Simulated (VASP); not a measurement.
A run of VASP 6.6.1:

File INCAR:

```
SYSTEM = LiF
PREC = Accurate
ENCUT = 520
EDIFF = 1E-7
ISMEAR = 0
SIGMA = 0.05
LREAL = .FALSE.
LASPH = .TRUE.
NELM = 80
ALGO = Normal
ISIF = 2
LWAVE = .FALSE.
LCHARG = .FALSE.
NBANDS = 18
```

The input KPOINTS:

```
regular mesh
0
G
  9 9 6
  0 0 0
```

The input POSCAR:

```
LiF
1.0
    3.1240559618      0.0000000000      0.0000000000
   -1.5620279809      2.7055118257      0.0000000000
    0.0000000000      0.0000000000      4.8034999680
Li F
2 2
Direct
    0.3333333333      0.6666666667      0.3839784076
    0.6666666667      0.3333333333      0.8839784076
    0.3333333333      0.6666666667      0.9910195924
    0.6666666667      0.3333333333      0.4910195924
```

Potentials or basis: VASP PAW LDA potentials, release 64 (Li_sv, F).

Run with:

```console
$ cat potpaw_LDA.64/Li_sv/POTCAR potpaw_LDA.64/F/POTCAR > POTCAR
$ mpirun -np 1 vasp_std > vasp.out
```

Hardware: 1 thread of Intel(R) Xeon(R) Platinum 8259CL CPU @ 2.50GHz (Skylake/Cascade Lake), with other jobs on the host.

Estimate the wall time of this run.

It took 21 s on 1 thread of Intel(R) Xeon(R) Platinum 8259CL CPU @ 2.50GHz (Skylake/Cascade Lake) (shared host), peak memory 0.15 GiB. Counts: scf iterations 13, k points 48.
